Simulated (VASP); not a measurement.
# MgTe (P6_3mc) in VASP: single point with PBE

Aim: the single point of MgTe with PBE.

Program: VASP 6.6.1. These are calculated values, not measurements. Logs are shortened: lines on timing, memory, paths and dates and some standing lists are left out, and cuts for length are marked.

## 1. The cell of the first run

The structure is hexagonal, space group P6_3mc (No. 186). Conventional cell: a = 4.520 Å, b = 4.520 Å, c = 7.330 Å, α = 90.00°, β = 90.00°, γ = 120.00°. Mg (site symmetry 3m) has 4 Te at 2.74 to 2.82 Å within 3.6 Å. Within 3.6 Å of Te (site symmetry 3m) lie 4 Mg at 2.74 to 2.82 Å.

## 2. Single point, PBE

File INCAR:

```
SYSTEM = MgTe
ALGO = Normal
EDIFF = 1E-6
ENCUT = 600
GGA = PE
GGA_COMPAT = .False.
ISIF = 2
ISMEAR = -1
LASPH = .True.
LCHARG = .True.
LELF = .True.
LREAL = .False.
LVHAR = .True.
LWAVE = .False.
NBANDS = 16
NELM = 120
PREC = Accurate
SIGMA = 0.15
```

File KPOINTS:

```
k-points
0
Gamma
  5 5 3
  0 0 0
```

File POSCAR:

```
MgTe
1.0
    4.5200000000      0.0000000000      0.0000000000
   -2.2600000000      3.9144300000      0.0000000000
    0.0000000000      0.0000000000      7.3300000000
Mg Te
2 2
Direct
    0.3333333333      0.6666666667      0.0000000000
    0.6666666667      0.3333333333      0.5000000000
    0.3333333333      0.6666666667      0.3850000000
    0.6666666667      0.3333333333      0.8850000000
```

Potentials or basis: VASP PAW PBE potentials, release 64 (Mg, Te).

Command:

```sh
cat potpaw_PBE.64/Mg/POTCAR potpaw_PBE.64/Te/POTCAR > POTCAR
mpirun -np 1 vasp_std > vasp.out
```

OUTCAR:

```text
SYSTEM = MgTe
   EDIFF = 1E-6
   ENCUT = 600
   GGA = PE
   ISIF = 2
   ISMEAR = -1
   LASPH = .True.
   LREAL = .False.
   NELM = 120
   PREC = Accurate

 ion  position               nearest neighbor table
   1  0.333  0.667  0.000-   4 2.74   4 2.74   4 2.74   3 2.82
   2  0.667  0.333  0.500-   3 2.74   3 2.74   3 2.74   4 2.82
   3  0.333  0.667  0.385-   2 2.74   2 2.74   2 2.74   1 2.82
   4  0.667  0.333  0.885-   1 2.74   1 2.74   1 2.74   2 2.82

  LATTYP: Found a hexagonal cell.
 ALAT       =     4.5200000000
 C/A-ratio  =     1.6216814159

  Lattice vectors:

 A1 = (   4.5200000000,   0.0000000000,   0.0000000000)
 A2 = (  -2.2600000000,   3.9144300000,   0.0000000000)
 A3 = (   0.0000000000,   0.0000000000,   7.3300000000)

Analysis of symmetry for initial positions (statically):
=====================================================================
 Subroutine PRICEL returns:
 Original cell was already a primitive cell.

 Routine SETGRP: Setting up the symmetry group for a
 hexagonal supercell.

 Subroutine GETGRP returns: Found 12 space group operations
 (whereof  6 operations were pure point group operations)
 out of a pool of 24 trial point group operations.

The static configuration has the point symmetry C_3v.
 The point group associated with its full space group is C_6v.

Analysis of symmetry for dynamics (positions and initial velocities):
=====================================================================
 Subroutine PRICEL returns:
 Original cell was already a primitive cell.

 Routine SETGRP: Setting up the symmetry group for a
 hexagonal supercell.

 Subroutine GETGRP returns: Found 12 space group operations
 (whereof  6 operations were pure point group operations)
 out of a pool of 24 trial point group operations.

The dynamic configuration has the point symmetry C_3v.
 The point group associated with its full space group is C_6v.

 Subroutine INISYM returns: Found 12 space group operations
 (whereof  6 operations are pure point group operations),
 and found     1 'primitive' translations

----------------------------------------------------------------------------------------

                                     Primitive cell

  volume of cell :     129.6913

  direct lattice vectors                    reciprocal lattice vectors
     4.520000000  0.000000000  0.000000000     0.221238938  0.127732518  0.000000000
    -2.260000000  3.914430000  0.000000000     0.000000000  0.255465036  0.000000000
     0.000000000  0.000000000  7.330000000     0.000000000  0.000000000  0.136425648

  length of vectors
     4.520000000  4.519995821  7.330000000     0.255464800  0.255465036  0.136425648

  position of ions in fractional coordinates (direct lattice)
     0.333333333  0.666666667  0.000000000
     0.666666667  0.333333333  0.500000000
     0.333333333  0.666666667  0.385000000
     0.666666667  0.333333333  0.885000000

  ion indices of the primitive-cell ions
   primitive index   ion index
                 1           1
                 2           2
                 3           3
                 4           4

----------------------------------------------------------------------------------------

 KPOINTS: k-points

Automatic generation of k-mesh.
 Grid dimensions read from file:
 generate k-points for:    5    5    3

 Generating k-lattice:

  Cartesian coordinates                     Fractional coordinates (reciprocal lattice)
     0.044247788  0.025546504  0.000000000     0.200000000 -0.000000000  0.000000000
     0.000000000  0.051093007  0.000000000     0.000000000  0.200000000  0.000000000
     0.000000000  0.000000000  0.045475216     0.000000000  0.000000000  0.333333333

  Length of vectors
     0.051092960  0.051093007  0.045475216

  Shift w.r.t. Gamma in fractional coordinates (k-lattice)
     0.000000000  0.000000000  0.000000000

 Subroutine IBZKPT returns following result:
 ===========================================

 Found     10 irreducible k-points:

 Following reciprocal coordinates:
            Coordinates               Weight
  0.000000  0.000000  0.000000      1.000000
  0.200000 -0.000000  0.000000      6.000000
  0.400000 -0.000000  0.000000      6.000000
  0.200000  0.200000  0.000000      6.000000
  0.400000  0.200000  0.000000      6.000000
  0.000000  0.000000  0.333333      2.000000
  0.200000 -0.000000  0.333333     12.000000
  0.400000 -0.000000  0.333333     12.000000
  0.200000  0.200000  0.333333     12.000000
  0.400000  0.200000  0.333333     12.000000
   k-points           NKPTS =     10   k-points in BZ     NKDIM =     10   number of bands    NBANDS=     16
   number of dos      NEDOS =    301   number of ions     NIONS =      4
   total plane-waves  NPLWV =  77760
   dimension x,y,z NGX =    36 NGY =   36 NGZ =   60
   dimension x,y,z NGXF=    72 NGYF=   72 NGZF=  120
   ions per type =               2   2
   NGX,Y,Z   is equivalent  to a cutoff of  13.24, 13.24, 13.61 a.u.
   NGXF,Y,Z  is equivalent  to a cutoff of  26.48, 26.48, 27.22 a.u.
 SYSTEM =  MgTe
   PREC   = accura    normal or accurate (medium, high low for compatibility)
   ISTART =      0    job   : 0-new  1-cont  2-samecut
   ICHARG =      2    charge: 1-file 2-atom 10-const
   ISPIN  =      1    spin polarized calculation?
   LNONCOLLINEAR =      F non collinear calculations
   LSORBIT =      F    spin-orbit coupling
   LASPH  =      T    aspherical Exc in radial PAW
   ENCUT  =  600.0 eV  44.10 Ry    6.64 a.u.   9.03  9.03 14.64*2*pi/ulx,y,z
   NELM   =    120;   NELMIN=  2; NELMDL= -5     # of ELM steps
   EDIFF  = 0.1E-05   stopping-criterion for ELM
   LREAL  =      F    real-space projection
   EDIFFG = 0.1E-04   stopping-criterion for IOM
   NSW    =      0    number of steps for IOM
   IBRION =     -1    ionic relax: 0-MD 1-quasi-New 2-CG
   NFREE  =      0    steps in history (QN), initial steepest desc. (CG)
   ISIF   =      2    stress and relaxation
   ISYM   =      2    0-nonsym 1-usesym 2-fastsym
   POTIM  = 0.5000    time-step for ionic-motion
   TEBEG  =    0.0;   TEEND  =   0.0 temperature during run
   PSTRESS=    0.0 pullay stress
   NELECT =      16.0000    total number of electrons
   NUPDOWN=      -1.0000    fix difference up-down
   EMIN   =  10.00;   EMAX   =-10.00  energy-range for DOS
   EFERMI =   0.00;   METHOD = LEGACY
   ISMEAR =    -1;   SIGMA  =   0.15  broadening in eV -4-tet -1-fermi 0-gaus
   EFERMI_NEDOS =   21; number of points for ismear=-14 and -15
   IALGO  =     38    algorithm
   IMIX   =      4    mixing-type and parameters
     AMIX     =   0.40;   BMIX     =  1.00
     AMIX_MAG =   1.60;   BMIX_MAG =  1.00
  volume/ion in A,a.u.               =      32.42       218.80
  Fermi-wavevector in a.u.,A,eV,Ry     =   0.814975  1.540080  9.036785  0.664185
  Thomas-Fermi vector in A             =   1.924980
   LORBIT       =      0    0 simple, 1 ext, 2 COOP (PROOUT), +10 PAW based schemes
   GGA     = PE    functional components
   LHFCALC =     F    Hartree Fock is set to
   AEXX    =    0.0000 exact exchange contribution
   IVDW    =     0    specifies the selected vdW correction
   LEPSILON=     F    determine dielectric tensor
   LRPA    =     F    only Hartree local field effects (RPA)
 non-spin polarized calculation
  energy-cutoff  :      600.00
  volume of cell :      129.69
 maximum number of plane-waves:      4349
   NGX = 19   NGY = 19   NGZ = 29

 number of electron      16.0000000 magnetization

 Free energy of the ion-electron system (eV)
  ---------------------------------------------------
  ext. energy  EPLUGINS =         0.00000000
  ---------------------------------------------------
  free energy    TOTEN  =       -12.73266887 eV

  energy without entropy =      -12.73260911  energy(sigma->0) =      -12.73263899

 E-fermi :   3.6651     XC(G=0):  -7.9841

 val. band max:        2.2944470688   @ k =   0.0000   0.0000   0.0000
 cond. band min:       4.8464639072   @ k =   0.0000   0.0000   0.0000
 fundamental gap:      2.5520168384
 Fermi energy:         3.6650695255

 k-point     1 :       0.0000    0.0000    0.0000
  band No.  band energies     occupation
      1      -8.1588      2.00000
      2      -7.5021      2.00000
      3      -1.1210      2.00000
      4       1.6384      2.00000
      5       1.6384      2.00000
      6       2.1425      1.99992
[... 8 lines left out ...]
     15       8.4501      0.00000
     16       9.4890      0.00000

 k-point     2 :       0.2000   -0.0000    0.0000
  band No.  band energies     occupation
      1      -7.9816      2.00000
      2      -7.4069      2.00000
      3      -0.8702      2.00000
      4       0.4916      2.00000
      5       0.9205      2.00000
      6       1.3163      2.00000
[... 8 lines left out ...]
     15       8.7256      0.00000
     16       9.1233      0.00000

 k-point     3 :       0.4000   -0.0000    0.0000
  band No.  band energies     occupation
      1      -7.6099      2.00000
      2      -7.2879      2.00000
      3      -0.8877      2.00000
      4      -0.3818      2.00000
      5       0.0235      2.00000
      6       0.9265      2.00000
[... 8 lines left out ...]
     15       9.5452      0.00000
     16      10.4385      0.00000

 k-point     4 :       0.2000    0.2000    0.0000
  band No.  band energies     occupation
      1      -7.6985      2.00000
      2      -7.3000      2.00000
      3      -0.5974      2.00000
      4      -0.1629      2.00000
      5       0.0283      2.00000
      6       0.7155      2.00000
[... 8 lines left out ...]
     15       9.2292      0.00000
     16       9.5474      0.00000
[... 58 lines left out ...]
 k-point     8 :       0.4000   -0.0000    0.3333
  band No.  band energies     occupation
      1      -7.5316      2.00000
      2      -7.3705      2.00000
      3      -1.0227      2.00000
      4      -0.7551      2.00000
      5       0.7534      2.00000
      6       1.0954      2.00000
[... 8 lines left out ...]
     15      10.2925      0.00000
     16      10.4808      0.00000

 k-point     9 :       0.2000    0.2000    0.3333
  band No.  band energies     occupation
      1      -7.6045      2.00000
      2      -7.4056      2.00000
      3      -0.7257      2.00000
      4      -0.4425      2.00000
      5       0.7340      2.00000
      6       0.7625      2.00000
[... 8 lines left out ...]
     15       8.5787      0.00000
     16       9.8060      0.00000

 k-point    10 :       0.4000    0.2000    0.3333
  band No.  band energies     occupation
      1      -7.4018      2.00000
      2      -7.3275      2.00000
      3      -0.9843      2.00000
      4      -0.8274      2.00000
      5       0.2303      2.00000
      6       0.6932      2.00000
[... 8 lines left out ...]
     15      10.0860      0.00000
     16      10.3271      0.00000

------------------------ aborting loop because EDIFF is reached ----------------------------------------

  FORCE on cell =-STRESS in cart. coord.  units (eV):
  Direction    XX          YY          ZZ          XY          YZ          ZX
  --------------------------------------------------------------------------------------
  -------------------------------------------------------------------------------------
  Total        2.3449082      2.3449024      1.1936800      0.0000000      0.0000000      0.0000000
  in kB       28.9684653     28.9683939     14.7464520      0.0000000      0.0000000      0.0000000
  external PRESSURE =      24.2277704 kB  Pullay stress =       0.0000000 kB

 VOLUME and BASIS-vectors are now :
 -----------------------------------------------------------------------------
  energy-cutoff  :      600.00
  volume of cell :      129.69
      direct lattice vectors                 reciprocal lattice vectors
     4.520000000  0.000000000  0.000000000     0.221238938  0.127732518  0.000000000
    -2.260000000  3.914430000  0.000000000     0.000000000  0.255465036  0.000000000
     0.000000000  0.000000000  7.330000000     0.000000000  0.000000000  0.136425648

 POSITION                                       TOTAL-FORCE (eV/Angst)
 -----------------------------------------------------------------------------------
     -0.00000      2.60962      0.00000         0.000000     -0.000000      0.235070
      2.26000      1.30481      3.66500        -0.000000      0.000000      0.235070
     -0.00000      2.60962      2.82205        -0.000000     -0.000000     -0.235070
      2.26000      1.30481      6.48705         0.000000      0.000000     -0.235070
 -----------------------------------------------------------------------------------
    total drift:                               -0.000000     -0.000000      0.000174

  FREE ENERGIE OF THE ION-ELECTRON SYSTEM (eV)
  ---------------------------------------------------
  free  energy   TOTEN  =       -12.7326688741 eV

  energy  without entropy=      -12.7326091063  energy(sigma->0) =      -12.73263899
```

Wall time 17 s (1 thread of AMD EPYC 9R45 (Zen 5), shared host); peak memory 0.23 GiB.

What came out:

```
Free energy            : -12.7327 eV
Pressure               : 2.4 GPa
Largest force          : 0.235 eV/Å
Band gap on the k mesh : 2.55 eV, direct
```

Forces on the atoms (eV/Å):
```
Mg   0.000  0.000  0.235
Mg   0.000  0.000  0.235
Te   0.000  0.000 -0.235
Te   0.000  0.000 -0.235
```

Stress tensor (GPa, compression positive):
```
2.90 0.00 0.00
0.00 2.90 0.00
0.00 0.00 1.47
```

Levels at points of the mesh, in eV from the valence-band top:
| k point | band 5 | band 6 | band 7 | band 8 | band 9 | band 10 | band 11 | band 12 |
| --- | --- | --- | --- | --- | --- | --- | --- | --- |
| (0.00, 0.00, 0.00) | -0.66 | -0.15 | -0.15 | 0.00 | 2.55 | 2.90 | 5.19 | 5.19 |

Caveat: spin-orbit coupling is left out, which moves the levels of the heavy elements.
